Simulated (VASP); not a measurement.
# Li2F3 (Fmmm) in VASP: single point with PBE

Aim: the single point of Li2F3 with PBE.

Everything below comes from runs of VASP 6.6.1. Logs are shortened: lines on timing, memory, paths and dates and some standing lists are left out, and cuts for length are marked.

## 1. The cell of the first run

Symmetry: Fmmm, No. 69, orthorhombic system. The conventional cell has a = 6.506 Å, b = 6.768 Å, c = 9.667 Å, α = 90.00°, β = 90.00°, γ = 90.00°. Li (site symmetry 2/m) has 2 F at 1.74 Å within 2.3 Å. F (site symmetry m2m) has 2 Li at 1.74 Å and 1 F at 2.16 Å within 2.3 Å. F (site symmetry mmm) has 2 F at 2.30 Å and 4 Li at 2.35 Å within 3.0 Å.

## 2. Single point, PBE

Input file INCAR:

```
SYSTEM = Li2F3
PREC = Accurate
ENCUT = 520
EDIFF = 1E-6
ISMEAR = 0
SIGMA = 0.1
LREAL = .False.
LASPH = .True.
NELM = 80
ALGO = Normal
ISIF = 2
LWAVE = .False.
LCHARG = .False.
GGA = PE
NBANDS = 22
```

Input file KPOINTS:

```
regular mesh
0
Gamma
  10 10 10
  0 0 0
```

Input file POSCAR:

```
Li2F3
1.0
    0.0000000000      3.3842436735      4.8333691872
    3.2531125669      0.0000000000      4.8333691872
    3.2531125669      3.3842436735      0.0000000000
Li F
2 3
Direct
    0.5000000000      0.5000000000      0.0000000000
    0.0000000000      0.0000000000      0.5000000000
    0.3404037930      0.6595962070      0.3404037930
    0.6595962070      0.3404037930      0.6595962070
    0.0000000000      0.0000000000      0.0000000000
```

Potentials or basis: VASP PAW PBE potentials, release 64 (Li_sv, F).

The run is started by

```
cat potpaw_PBE.64/Li_sv/POTCAR potpaw_PBE.64/F/POTCAR > POTCAR
mpirun -np 1 vasp_std > vasp.out
```

OUTCAR:

```text
SYSTEM = Li2F3
   PREC = Accurate
   ENCUT = 520
   EDIFF = 1E-6
   ISMEAR = 0
   LREAL = .False.
   LASPH = .True.
   NELM = 80
   ISIF = 2
   GGA = PE

 ion  position               nearest neighbor table
   1  0.500  0.500  0.000-   3 1.74   4 1.74
   2  0.000  0.000  0.500-   3 1.74   4 1.74
   3  0.340  0.660  0.340-   1 1.74   2 1.74
   4  0.660  0.340  0.660-   1 1.74   2 1.74
   5  0.000  0.000  0.000-

  LATTYP: Found a face centered orthorhombic cell.
 ALAT       =     6.5062251338
 B/A-ratio  =     1.0403094279
 C/A-ratio  =     1.4857675804

  Lattice vectors:

 A1 = (   0.0000000000,   3.3842436735,   4.8333691872)
 A2 = (   3.2531125669,   0.0000000000,   4.8333691872)
 A3 = (   3.2531125669,   3.3842436735,   0.0000000000)

Analysis of symmetry for initial positions (statically):
=====================================================================
 Subroutine PRICEL returns:
 Original cell was already a primitive cell.

 Routine SETGRP: Setting up the symmetry group for a
 face centered orthorhombic supercell.

 Subroutine GETGRP returns: Found  8 space group operations
 (whereof  8 operations were pure point group operations)
 out of a pool of  8 trial point group operations.

The static configuration has the point symmetry D_2h.

Analysis of symmetry for dynamics (positions and initial velocities):
=====================================================================
 Subroutine PRICEL returns:
 Original cell was already a primitive cell.

 Routine SETGRP: Setting up the symmetry group for a
 face centered orthorhombic supercell.

 Subroutine GETGRP returns: Found  8 space group operations
 (whereof  8 operations were pure point group operations)
 out of a pool of  8 trial point group operations.

The dynamic configuration has the point symmetry D_2h.

 Subroutine INISYM returns: Found  8 space group operations
 (whereof  8 operations are pure point group operations),
 and found     1 'primitive' translations

----------------------------------------------------------------------------------------

                                     Primitive cell

  volume of cell :     106.4243

  direct lattice vectors                    reciprocal lattice vectors
     0.000000000  3.384243673  4.833369187    -0.153698954  0.147743498  0.103447508
     3.253112567  0.000000000  4.833369187     0.153698954 -0.147743498  0.103447508
     3.253112567  3.384243673  0.000000000     0.153698954  0.147743498 -0.103447508

  length of vectors
     5.900386677  5.826165040  4.694235466     0.236966025  0.236966025  0.236966025

  position of ions in fractional coordinates (direct lattice)
     0.500000000  0.500000000  0.000000000
     1.000000000  0.000000000  0.500000000
     0.340403793  0.659596207  0.340403793
     0.659596207  0.340403793  0.659596207
     0.000000000  0.000000000  0.000000000

  ion indices of the primitive-cell ions
   primitive index   ion index
                 1           1
                 2           2
                 3           3
                 4           4
                 5           5

----------------------------------------------------------------------------------------

 KPOINTS: regular mesh

Automatic generation of k-mesh.
 Grid dimensions read from file:
 generate k-points for:   10   10   10

 Generating k-lattice:

  Cartesian coordinates                     Fractional coordinates (reciprocal lattice)
    -0.015369895  0.014774350  0.010344751     0.100000000  0.000000000 -0.000000000
     0.015369895 -0.014774350  0.010344751     0.000000000  0.100000000  0.000000000
     0.015369895  0.014774350 -0.010344751    -0.000000000  0.000000000  0.100000000

  Length of vectors
     0.023696602  0.023696602  0.023696602

  Shift w.r.t. Gamma in fractional coordinates (k-lattice)
     0.000000000  0.000000000  0.000000000

 Subroutine IBZKPT returns following result:
 ===========================================

 Found    171 irreducible k-points:

 Following reciprocal coordinates:
            Coordinates               Weight
  0.000000  0.000000  0.000000      1.000000
  0.100000  0.000000  0.000000      8.000000
  0.200000  0.000000  0.000000      8.000000
  0.300000  0.000000  0.000000      8.000000
  0.400000  0.000000 -0.000000      8.000000
  0.500000  0.000000 -0.000000      4.000000
[... 16 lines left out ...]
  0.300000  0.300000  0.000000      2.000000
  0.400000  0.300000 -0.000000      8.000000
 [... further k-points ...]
   k-points           NKPTS =    171   k-points in BZ     NKDIM =    171   number of bands    NBANDS=     22
   number of dos      NEDOS =    301   number of ions     NIONS =      5
   total plane-waves  NPLWV =  82944
   dimension x,y,z NGX =    48 NGY =   48 NGZ =   36
   dimension x,y,z NGXF=    96 NGYF=   96 NGZF=   72
   ions per type =               2   3
   NGX,Y,Z   is equivalent  to a cutoff of  13.52, 13.70, 12.75 a.u.
   NGXF,Y,Z  is equivalent  to a cutoff of  27.05, 27.39, 25.50 a.u.
 SYSTEM =  Li2F3
   PREC   = accura    normal or accurate (medium, high low for compatibility)
   ISTART =      0    job   : 0-new  1-cont  2-samecut
   ICHARG =      2    charge: 1-file 2-atom 10-const
   ISPIN  =      1    spin polarized calculation?
   LNONCOLLINEAR =      F non collinear calculations
   LSORBIT =      F    spin-orbit coupling
   LASPH  =      T    aspherical Exc in radial PAW
   ENCUT  =  520.0 eV  38.22 Ry    6.18 a.u.  10.97 10.83  8.73*2*pi/ulx,y,z
   NELM   =     80;   NELMIN=  2; NELMDL= -5     # of ELM steps
   EDIFF  = 0.1E-05   stopping-criterion for ELM
   LREAL  =      F    real-space projection
   EDIFFG = 0.1E-04   stopping-criterion for IOM
   NSW    =      0    number of steps for IOM
   IBRION =     -1    ionic relax: 0-MD 1-quasi-New 2-CG
   NFREE  =      0    steps in history (QN), initial steepest desc. (CG)
   ISIF   =      2    stress and relaxation
   ISYM   =      2    0-nonsym 1-usesym 2-fastsym
   POTIM  = 0.5000    time-step for ionic-motion
   TEBEG  =    0.0;   TEEND  =   0.0 temperature during run
   PSTRESS=    0.0 pullay stress
   NELECT =      27.0000    total number of electrons
   NUPDOWN=      -1.0000    fix difference up-down
   EMIN   =  10.00;   EMAX   =-10.00  energy-range for DOS
   EFERMI =   0.00;   METHOD = LEGACY
   ISMEAR =     0;   SIGMA  =   0.10  broadening in eV -4-tet -1-fermi 0-gaus
   EFERMI_NEDOS =   21; number of points for ismear=-14 and -15
   IALGO  =     38    algorithm
   IMIX   =      4    mixing-type and parameters
     AMIX     =   0.40;   BMIX     =  1.00
     AMIX_MAG =   1.60;   BMIX_MAG =  1.00
  volume/ion in A,a.u.               =      21.28       143.64
  Fermi-wavevector in a.u.,A,eV,Ry     =   1.036372  1.958460 14.613580  1.074068
  Thomas-Fermi vector in A             =   2.170760
   LORBIT       =      0    0 simple, 1 ext, 2 COOP (PROOUT), +10 PAW based schemes
   GGA     = PE    functional components
   LHFCALC =     F    Hartree Fock is set to
   AEXX    =    0.0000 exact exchange contribution
   IVDW    =     0    specifies the selected vdW correction
   LEPSILON=     F    determine dielectric tensor
   LRPA    =     F    only Hartree local field effects (RPA)
 non-spin polarized calculation
 Gauss-broadening in eV      SIGMA  =   0.10
  energy-cutoff  :      520.00
  volume of cell :      106.42
 maximum number of plane-waves:      2888
 NGX is ok and might be reduce to    48
   NGX = 21   NGY = 21   NGZ = 17

 number of electron      27.0000006 magnetization

 Free energy of the ion-electron system (eV)
  ---------------------------------------------------
  ext. energy  EPLUGINS =         0.00000000
  ---------------------------------------------------
  free energy    TOTEN  =       -19.62950063 eV

  energy without entropy =      -19.62401897  energy(sigma->0) =      -19.62675980

 E-fermi :  -4.3816     XC(G=0):  -5.6633

 val. band max:       -4.4978214110   @ k =   0.3000  -0.3000   0.1000
 cond. band min:      -4.2681183775   @ k =   0.1000   0.0000   0.1000
 fundamental gap:      0.2297030335
 Fermi energy:        -4.3816408183

 k-point     1 :       0.0000    0.0000    0.0000
  band No.  band energies     occupation
      1     -46.7414      2.00000
      2     -46.7272      2.00000
      3     -25.3370      2.00000
      4     -24.7766      2.00000
      5     -24.2019      2.00000
      6      -7.3835      2.00000
[... 14 lines left out ...]
     21       8.6202      0.00000
     22       9.1041      0.00000

 k-point     2 :       0.1000    0.0000    0.0000
  band No.  band energies     occupation
      1     -46.7410      2.00000
      2     -46.7276      2.00000
      3     -25.3346      2.00000
      4     -24.7884      2.00000
      5     -24.1925      2.00000
      6      -7.5192      2.00000
[... 14 lines left out ...]
     21       8.4892      0.00000
     22       9.3574      0.00000

 k-point     3 :       0.2000    0.0000    0.0000
  band No.  band energies     occupation
      1     -46.7400      2.00000
      2     -46.7286      2.00000
      3     -25.3284      2.00000
      4     -24.8178      2.00000
      5     -24.1689      2.00000
      6      -7.7648      2.00000
[... 14 lines left out ...]
     21       8.5800      0.00000
     22       9.2221      0.00000

 k-point     4 :       0.3000    0.0000    0.0000
  band No.  band energies     occupation
      1     -46.7384      2.00000
      2     -46.7301      2.00000
      3     -25.3199      2.00000
      4     -24.8526      2.00000
      5     -24.1423      2.00000
      6      -7.9547      2.00000
[... 14 lines left out ...]
     21       8.5954      0.00000
     22       9.4476      0.00000

 k-point     5 :       0.4000    0.0000   -0.0000
  band No.  band energies     occupation
      1     -46.7364      2.00000
      2     -46.7321      2.00000
      3     -25.3123      2.00000
      4     -24.8799      2.00000
      5     -24.1223      2.00000
      6      -8.0731      2.00000
[... 417 lines left out ...]
 k-point    22 :      -0.2000    0.2000    0.0000
  band No.  band energies     occupation
      1     -46.7364      2.00000
      2     -46.7320      2.00000
      3     -25.3123      2.00000
      4     -24.8798      2.00000
      5     -24.1220      2.00000
      6      -8.0730      2.00000
[... 14 lines left out ...]
     21       9.0053      0.00000
     22       9.2224      0.00000

 k-point    23 :       0.3000    0.3000    0.0000
  band No.  band energies     occupation
      1     -46.7414      2.00000
      2     -46.7273      2.00000
      3     -25.3365      2.00000
      4     -24.7771      2.00000
      5     -24.2023      2.00000
      6      -7.3841      2.00000
[... 14 lines left out ...]
     21       8.7405      0.00000
     22       9.5066      0.00000

 k-point    24 :       0.4000    0.3000   -0.0000
  band No.  band energies     occupation
      1     -46.7410      2.00000
      2     -46.7276      2.00000
      3     -25.3341      2.00000
      4     -24.7889      2.00000
      5     -24.1928      2.00000
      6      -7.5198      2.00000
[... 14 lines left out ...]
     21       9.1463      0.00000
     22      10.1694      0.00000

 [... further k-points ...]
[... 5 lines left out ...]
  --------------------------------------------------------------------------------------
  -------------------------------------------------------------------------------------
  Total        0.1237752     -0.1189325     -0.1172643      0.0000000      0.0000000      0.0000000
  in kB        1.8633888     -1.7904844     -1.7653701      0.0000000      0.0000000      0.0000000
  external PRESSURE =      -0.5641552 kB  Pullay stress =       0.0000000 kB

 VOLUME and BASIS-vectors are now :
 -----------------------------------------------------------------------------
  energy-cutoff  :      520.00
  volume of cell :      106.42
      direct lattice vectors                 reciprocal lattice vectors
     0.000000000  3.384243673  4.833369187    -0.153698954  0.147743498  0.103447508
     3.253112567  0.000000000  4.833369187     0.153698954 -0.147743498  0.103447508
     3.253112567  3.384243673  0.000000000     0.153698954  0.147743498 -0.103447508

 POSITION                                       TOTAL-FORCE (eV/Angst)
 -----------------------------------------------------------------------------------
      1.62656      1.69212      4.83337        -0.000000     -0.000000     -0.000000
      1.62656      1.69212      0.00000         0.000000     -0.000000     -0.000000
      3.25311      2.30402      4.83337         0.000000      0.033926     -0.000000
      3.25311      4.46447      4.83337         0.000000     -0.033926     -0.000000
      0.00000      0.00000      0.00000         0.000000     -0.000000      0.000000
 -----------------------------------------------------------------------------------
    total drift:                               -0.000000     -0.000000     -0.000000

  FREE ENERGIE OF THE ION-ELECTRON SYSTEM (eV)
  ---------------------------------------------------
  free  energy   TOTEN  =       -19.6295006254 eV

  energy  without entropy=      -19.6240189717  energy(sigma->0) =      -19.62675980
```

It took 12 min on 1 thread of Oxide Virtual Turin-like, shared host; peak memory 0.43 GiB.

What came out:

| Item | Value |
| --- | --- |
| Free energy | -19.6295 eV |
| Largest force | 0.034 eV/Å |

Forces on the atoms (eV/Å):
```
Li   0.000  0.000  0.000
Li   0.000  0.000  0.000
F    0.000  0.034  0.000
F    0.000 -0.034  0.000
F    0.000  0.000  0.000
```

Caveat: the cutoff is under 1.25 times the usual one of these potentials, so pressure, stress and relaxed cells hold a basis-set (Pulay) error; an odd number of electrons without spin polarisation forces a metal; a magnetic or distorted state may lie lower.
